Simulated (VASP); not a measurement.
# Zr2Si3 (Pmmm) in VASP: further runs

Zr2Si3 is run at these levels: PBE; tasks: single point, relaxation of cell and atoms.

Program: VASP 6.6.1. These are calculated values, not measurements. Logs are shortened: lines on timing, memory, paths and dates and some standing lists are left out, and cuts for length are marked.

**1. The cell of the first run**

Symmetry: Pmmm, No. 47, orthorhombic system. The conventional cell has a = 3.872 Å, b = 4.763 Å, c = 5.742 Å, α = 90.00°, β = 90.00°, γ = 90.00°. Within 3.1 Å of Zr (site symmetry mmm) lie 2 Zr at 2.38 Å and 4 Si at 3.07 Å. Within 2.6 Å of Zr (site symmetry mmm) lie 2 Si at 1.94 Å and 2 Zr at 2.38 Å. Within 2.6 Å of Si (site symmetry mmm) lie 2 Zr at 1.94 Å. Within 2.6 Å of Si (site symmetry mmm) lie 2 Si at 1.94 Å. Si (site symmetry mmm) has 2 Si at 1.94 Å within 2.6 Å.

The cell was generated, and may not be a known phase.

**2. Single point, PBE**

Input file INCAR:

```
SYSTEM = Zr2Si3
PREC = Accurate
ENCUT = 520
EDIFF = 1E-6
ISMEAR = 0
SIGMA = 0.1
LREAL = .False.
LASPH = .True.
NELM = 60
ALGO = Normal
ISIF = 2
LWAVE = .False.
LCHARG = .False.
GGA = PE
NBANDS = 26
```

Input file KPOINTS:

```
Automatic mesh
0
Gamma
  4 4 4
  0 0 0
```

Input file POSCAR:

```
Zr2Si3
1.0
    3.8717642600      0.0000000000      0.0000000000
    0.0000000000      4.7630003800      0.0000000000
    0.0000000000      0.0000000000      5.7418993400
Zr Si
2 3
Direct
    0.5000000000      0.5000000000      0.5000000000
    0.5000000000      0.0000000000      0.5000000000
    0.0000000000      0.0000000000      0.5000000000
    0.5000000000      0.0000000000      0.0000000000
    0.0000000000      0.0000000000      0.0000000000
```

Potentials or basis: VASP PAW PBE potentials, release 64 (Zr_sv, Si).

The run is started by

```bash
> cat potpaw_PBE.64/Zr_sv/POTCAR potpaw_PBE.64/Si/POTCAR > POTCAR
> mpirun -np 1 vasp_std > vasp.out
```

OUTCAR:

```text
SYSTEM = Zr2Si3
   PREC = Accurate
   ENCUT = 520
   EDIFF = 1E-6
   ISMEAR = 0
   LREAL = .False.
   LASPH = .True.
   NELM = 60
   ISIF = 2
   GGA = PE

 ion  position               nearest neighbor table
   1  0.500  0.500  0.500-   2 2.38   2 2.38   3 3.07   3 3.07   3 3.07   3 3.07
   2  0.500  0.000  0.500-   3 1.94   3 1.94   1 2.38   1 2.38   4 2.87   4 2.87   5 3.46   5 3.46
                             5 3.46   5 3.46
   3  0.000  0.000  0.500-   2 1.94   2 1.94   5 2.87   5 2.87   1 3.07   1 3.07   1 3.07   1 3.07

   4  0.500  0.000  0.000-   5 1.94   5 1.94   2 2.87   2 2.87
   5  0.000  0.000  0.000-   4 1.94   4 1.94   3 2.87   3 2.87   2 3.46   2 3.46   2 3.46   2 3.46

  LATTYP: Found a simple orthorhombic cell.
 ALAT       =     3.8717642600
 B/A-ratio  =     1.2301886324
 C/A-ratio  =     1.4830188396

  Lattice vectors:

 A1 = (   3.8717642600,   0.0000000000,   0.0000000000)
 A2 = (   0.0000000000,   4.7630003800,   0.0000000000)
 A3 = (   0.0000000000,   0.0000000000,   5.7418993400)

Analysis of symmetry for initial positions (statically):
=====================================================================
 Subroutine PRICEL returns:
 Original cell was already a primitive cell.

 Routine SETGRP: Setting up the symmetry group for a
 simple orthorhombic supercell.

 Subroutine GETGRP returns: Found  8 space group operations
 (whereof  8 operations were pure point group operations)
 out of a pool of  8 trial point group operations.

The static configuration has the point symmetry D_2h.

Analysis of symmetry for dynamics (positions and initial velocities):
=====================================================================
 Subroutine PRICEL returns:
 Original cell was already a primitive cell.

 Routine SETGRP: Setting up the symmetry group for a
 simple orthorhombic supercell.

 Subroutine GETGRP returns: Found  8 space group operations
 (whereof  8 operations were pure point group operations)
 out of a pool of  8 trial point group operations.

The dynamic configuration has the point symmetry D_2h.

 Subroutine INISYM returns: Found  8 space group operations
 (whereof  8 operations are pure point group operations),
 and found     1 'primitive' translations

----------------------------------------------------------------------------------------

                                     Primitive cell

  volume of cell :     105.8876

  direct lattice vectors                    reciprocal lattice vectors
     3.871764260  0.000000000  0.000000000     0.258280188  0.000000000  0.000000000
     0.000000000  4.763000380  0.000000000     0.000000000  0.209951694  0.000000000
     0.000000000  0.000000000  5.741899340     0.000000000  0.000000000  0.174158400

  length of vectors
     3.871764260  4.763000380  5.741899340     0.258280188  0.209951694  0.174158400

  position of ions in fractional coordinates (direct lattice)
     0.500000000  0.500000000  0.500000000
     0.500000000  0.000000000  0.500000000
     0.000000000  0.000000000  0.500000000
     0.500000000  0.000000000  0.000000000
     0.000000000  0.000000000  0.000000000

  ion indices of the primitive-cell ions
   primitive index   ion index
                 1           1
                 2           2
                 3           3
                 4           4
                 5           5

----------------------------------------------------------------------------------------

 KPOINTS: Automatic mesh

Automatic generation of k-mesh.
 Grid dimensions read from file:
 generate k-points for:    4    4    4

 Generating k-lattice:

  Cartesian coordinates                     Fractional coordinates (reciprocal lattice)
     0.064570047  0.000000000  0.000000000     0.250000000  0.000000000  0.000000000
     0.000000000  0.052487924  0.000000000     0.000000000  0.250000000  0.000000000
     0.000000000  0.000000000  0.043539600     0.000000000  0.000000000  0.250000000

  Length of vectors
     0.064570047  0.052487924  0.043539600

  Shift w.r.t. Gamma in fractional coordinates (k-lattice)
     0.000000000  0.000000000  0.000000000

 Subroutine IBZKPT returns following result:
 ===========================================

 Found     27 irreducible k-points:

 Following reciprocal coordinates:
            Coordinates               Weight
  0.000000  0.000000  0.000000      1.000000
  0.250000  0.000000  0.000000      2.000000
  0.500000  0.000000  0.000000      1.000000
  0.000000  0.250000  0.000000      2.000000
  0.250000  0.250000  0.000000      4.000000
  0.500000  0.250000  0.000000      2.000000
[... 16 lines left out ...]
  0.250000  0.250000  0.500000      4.000000
  0.500000  0.250000  0.500000      2.000000
 [... further k-points ...]
   k-points           NKPTS =     27   k-points in BZ     NKDIM =     27   number of bands    NBANDS=     26
   number of dos      NEDOS =    301   number of ions     NIONS =      5
   total plane-waves  NPLWV =  51840
   dimension x,y,z NGX =    30 NGY =   36 NGZ =   48
   dimension x,y,z NGXF=    60 NGYF=   72 NGZF=   96
   ions per type =               2   3
   NGX,Y,Z   is equivalent  to a cutoff of  12.88, 12.57, 13.90 a.u.
   NGXF,Y,Z  is equivalent  to a cutoff of  25.76, 25.13, 27.80 a.u.
 SYSTEM =  Zr2Si3
   PREC   = accura    normal or accurate (medium, high low for compatibility)
   ISTART =      0    job   : 0-new  1-cont  2-samecut
   ICHARG =      2    charge: 1-file 2-atom 10-const
   ISPIN  =      1    spin polarized calculation?
   LNONCOLLINEAR =      F non collinear calculations
   LSORBIT =      F    spin-orbit coupling
   LASPH  =      T    aspherical Exc in radial PAW
   ENCUT  =  520.0 eV  38.22 Ry    6.18 a.u.   7.20  8.86 10.68*2*pi/ulx,y,z
   NELM   =     60;   NELMIN=  2; NELMDL= -5     # of ELM steps
   EDIFF  = 0.1E-05   stopping-criterion for ELM
   LREAL  =      F    real-space projection
[... 7 lines left out ...]
   TEBEG  =    0.0;   TEEND  =   0.0 temperature during run
   PSTRESS=    0.0 pullay stress
   NELECT =      36.0000    total number of electrons
   NUPDOWN=      -1.0000    fix difference up-down
   EMIN   =  10.00;   EMAX   =-10.00  energy-range for DOS
   EFERMI =   0.00;   METHOD = LEGACY
   ISMEAR =     0;   SIGMA  =   0.10  broadening in eV -4-tet -1-fermi 0-gaus
   EFERMI_NEDOS =   21; number of points for ismear=-14 and -15
   IALGO  =     38    algorithm
   IMIX   =      4    mixing-type and parameters
     AMIX     =   0.40;   BMIX     =  1.00
     AMIX_MAG =   1.60;   BMIX_MAG =  1.00
  volume/ion in A,a.u.               =      21.18       142.91
  Fermi-wavevector in a.u.,A,eV,Ry     =   1.142599  2.159200 17.762858  1.305533
  Thomas-Fermi vector in A             =   2.279297
   LORBIT       =      0    0 simple, 1 ext, 2 COOP (PROOUT), +10 PAW based schemes
   GGA     = PE    functional components
   LHFCALC =     F    Hartree Fock is set to
   AEXX    =    0.0000 exact exchange contribution
   IVDW    =     0    specifies the selected vdW correction
   LEPSILON=     F    determine dielectric tensor
   LRPA    =     F    only Hartree local field effects (RPA)
 non-spin polarized calculation
 Gauss-broadening in eV      SIGMA  =   0.10
  energy-cutoff  :      520.00
  volume of cell :      105.89
 maximum number of plane-waves:      2884
 NGX is ok and might be reduce to    30
   NGX = 15   NGY = 17   NGZ = 21

 number of electron      36.0000001 magnetization

 Free energy of the ion-electron system (eV)
  ---------------------------------------------------
  ext. energy  EPLUGINS =         0.00000000
  ---------------------------------------------------
  free energy    TOTEN  =       -18.86024668 eV

  energy without entropy =      -18.83453322  energy(sigma->0) =      -18.84738995

 E-fermi :   7.0876     XC(G=0):  -9.7973

 val. band max:        7.0708421302   @ k =   0.0000   0.0000   0.0000
 cond. band min:       7.0877066184   @ k =   0.0000   0.5000   0.5000
 fundamental gap:      0.0168644882
 Fermi energy:         7.0876497827

 k-point     1 :       0.0000    0.0000    0.0000
  band No.  band energies     occupation
      1     -42.2466      2.00000
      2     -40.1964      2.00000
      3     -21.8465      2.00000
      4     -20.4661      2.00000
      5     -20.3335      2.00000
      6     -19.6136      2.00000
[... 18 lines left out ...]
     25      11.8226      0.00000
     26      12.4858      0.00000

 k-point     2 :       0.2500    0.0000    0.0000
  band No.  band energies     occupation
      1     -42.2438      2.00000
      2     -40.1836      2.00000
      3     -21.8403      2.00000
      4     -20.5488      2.00000
      5     -20.3296      2.00000
      6     -19.7170      2.00000
[... 18 lines left out ...]
     25      10.7417      0.00000
     26      10.9853      0.00000

 k-point     3 :       0.5000    0.0000    0.0000
  band No.  band energies     occupation
      1     -42.2411      2.00000
      2     -40.1708      2.00000
      3     -21.8340      2.00000
      4     -20.6364      2.00000
      5     -20.3257      2.00000
      6     -19.8107      2.00000
[... 18 lines left out ...]
     25      10.7819      0.00000
     26      12.1573      0.00000

 k-point     4 :       0.0000    0.2500    0.0000
  band No.  band energies     occupation
      1     -42.2000      2.00000
      2     -40.2696      2.00000
      3     -21.2728      2.00000
      4     -20.3789      2.00000
      5     -20.3047      2.00000
      6     -19.7154      2.00000
[... 18 lines left out ...]
     25       9.9174      0.00000
     26      10.1250      0.00000

 k-point     5 :       0.2500    0.2500    0.0000
  band No.  band energies     occupation
      1     -42.1976      2.00000
      2     -40.2565      2.00000
      3     -21.2671      2.00000
      4     -20.4513      2.00000
      5     -20.3011      2.00000
      6     -19.8301      2.00000
[... 18 lines left out ...]
     25      10.4893      0.00000
     26      10.8705      0.00000

 k-point     6 :       0.5000    0.2500    0.0000
  band No.  band energies     occupation
      1     -42.1952      2.00000
      2     -40.2433      2.00000
      3     -21.2614      2.00000
      4     -20.5303      2.00000
      5     -20.2975      2.00000
      6     -19.9335      2.00000
[... 427 lines left out ...]
 k-point    21 :       0.5000    0.0000    0.5000
  band No.  band energies     occupation
      1     -42.2411      2.00000
      2     -40.1707      2.00000
      3     -21.8339      2.00000
      4     -20.6362      2.00000
      5     -20.3264      2.00000
      6     -19.8106      2.00000
[... 18 lines left out ...]
     25      11.0392      0.00000
     26      12.1893      0.00000

 k-point    22 :       0.0000    0.2500    0.5000
  band No.  band energies     occupation
      1     -42.2000      2.00000
      2     -40.2696      2.00000
      3     -21.2728      2.00000
      4     -20.3789      2.00000
      5     -20.3054      2.00000
      6     -19.7154      2.00000
[... 18 lines left out ...]
     25      10.2574      0.00000
     26      11.2942      0.00000

 k-point    23 :       0.2500    0.2500    0.5000
  band No.  band energies     occupation
      1     -42.1976      2.00000
      2     -40.2565      2.00000
      3     -21.2671      2.00000
      4     -20.4512      2.00000
      5     -20.3017      2.00000
      6     -19.8300      2.00000
[... 18 lines left out ...]
     25      10.2616      0.00000
     26      10.7042      0.00000

 k-point    24 :       0.5000    0.2500    0.5000
  band No.  band energies     occupation
      1     -42.1952      2.00000
      2     -40.2433      2.00000
      3     -21.2613      2.00000
      4     -20.5301      2.00000
      5     -20.2980      2.00000
      6     -19.9333      2.00000
[... 18 lines left out ...]
     25      10.8151      0.00000
     26      12.0038      0.00000

 [... further k-points ...]
[... 5 lines left out ...]
  --------------------------------------------------------------------------------------
  -------------------------------------------------------------------------------------
  Total       74.6613785     12.9999084     -4.3165453      0.0000000      0.0000000      0.0000000
  in kB     1129.6957348    196.7006419    -65.3133235      0.0000000      0.0000000      0.0000000
  external PRESSURE =     420.3610177 kB  Pullay stress =       0.0000000 kB

 VOLUME and BASIS-vectors are now :
 -----------------------------------------------------------------------------
  energy-cutoff  :      520.00
  volume of cell :      105.89
      direct lattice vectors                 reciprocal lattice vectors
     3.871764260  0.000000000  0.000000000     0.258280188  0.000000000  0.000000000
     0.000000000  4.763000380  0.000000000     0.000000000  0.209951694  0.000000000
     0.000000000  0.000000000  5.741899340     0.000000000  0.000000000  0.174158400

 POSITION                                       TOTAL-FORCE (eV/Angst)
 -----------------------------------------------------------------------------------
      1.93588      2.38150      2.87095         0.000000      0.000000      0.000000
      1.93588      0.00000      2.87095         0.000000      0.000000      0.000000
      0.00000      0.00000      2.87095         0.000000      0.000000      0.000000
      1.93588      0.00000      0.00000         0.000000      0.000000      0.000000
      0.00000      0.00000      0.00000         0.000000      0.000000      0.000000
 -----------------------------------------------------------------------------------
    total drift:                                0.000000      0.000000     -0.000000

  FREE ENERGIE OF THE ION-ELECTRON SYSTEM (eV)
  ---------------------------------------------------
  free  energy   TOTEN  =       -18.8602466771 eV

  energy  without entropy=      -18.8345332237  energy(sigma->0) =      -18.84738995
```

Wall time 67 s (1 thread of Intel Xeon Platinum 8259CL at 2.50GHz (Skylake/Cascade Lake), shared host); peak memory 0.24 GiB.

Results:

```yaml
Free_energy: -18.8602 eV
Pressure: 42.0 GPa
Band_gap_on_the_k_mesh: zero (bands 18 and 19 overlap by 1.14 eV)
```

Levels at points of the mesh, in eV from the Fermi level:
| k point | band 16 | band 17 | band 18 | band 19 | band 20 | band 21 |
| --- | --- | --- | --- | --- | --- | --- |
| (0.00, 0.00, 0.00) | -2.27 | -1.06 | -0.85 | -0.37 | -0.02 | 0.73 |
| (0.50, 0.00, 0.00) | -1.75 | -1.58 | -0.59 | -0.14 | 0.42 | 1.02 |
| (0.00, 0.50, 0.00) | -0.48 | -0.48 | -0.32 | 0.69 | 1.15 | 1.59 |
| (0.50, 0.50, 0.00) | -1.85 | -0.85 | -0.18 | 0.62 | 1.51 | 1.77 |
| (0.00, 0.00, 0.50) | -1.19 | -0.87 | -0.62 | -0.49 | 0.11 | 0.73 |
| (0.50, 0.00, 0.50) | -2.49 | -1.65 | -0.56 | 0.43 | 0.87 | 0.87 |
| (0.00, 0.50, 0.50) | -0.46 | 0.00 | 0.41 | 0.53 | 0.54 | 1.46 |
| (0.50, 0.50, 0.50) | -2.08 | -2.06 | -0.14 | 0.68 | 0.74 | 1.27 |

Caveat: the k points lie up to 0.41 Å⁻¹ apart, too coarse for converged energies and pressures of a metal.

(Continued in part 2 of 2.)
